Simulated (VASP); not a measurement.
Mo:

```
Mo
1.0
     0.00000    1.98267    1.98267
     1.98267    0.00000    1.98267
     1.98267    1.98267    0.00000
Mo
1
Direct
  0.00000 0.00000 0.00000
```

```yaml
Program: VASP 6.6.1
Task: relaxation of cell and atoms
Functional: revPBE
Potentials_or_basis: VASP PAW PBE potentials, release 64 (Mo_sv)
Cutoff: 600 eV
k_mesh: 14 × 14 × 14
Occupations: fermi-dirac, width 0.1 eV
Spin: no spin polarisation
```

At the start: pressure 10.0 GPa; volume 15.59 Å³/atom.

Task: Where does the relaxation end?

Result: Over 4 steps the energy falls by 19.1 meV/atom and the volume is 16.22 Å³/atom (+4.1 %); space group Fm-3m (No. 225, to 0.05 Å).

Step by step:
```csv
step,energy change (eV),largest force (eV/Å),pressure (GPa),volume (Å³)
1,0.0000,0.0000,9.96,15.59
2,0.0832,0.0000,-18.21,17.88
3,-0.0190,0.0000,-0.31,16.25
4,-0.0191,0.0000,-0.02,16.22
```

Final structure:
```xyz
1
Lattice="0.0000 2.0093 2.0093 2.0093 0.0000 2.0093 2.0093 2.0093 0.0000" Properties=species:S:1:pos:R:3 pbc="T T T"
Mo    0.0000    0.0000    0.0000
```

Caveat: the PAW data sets were made with another functional, which shifts forces and pressure a little.
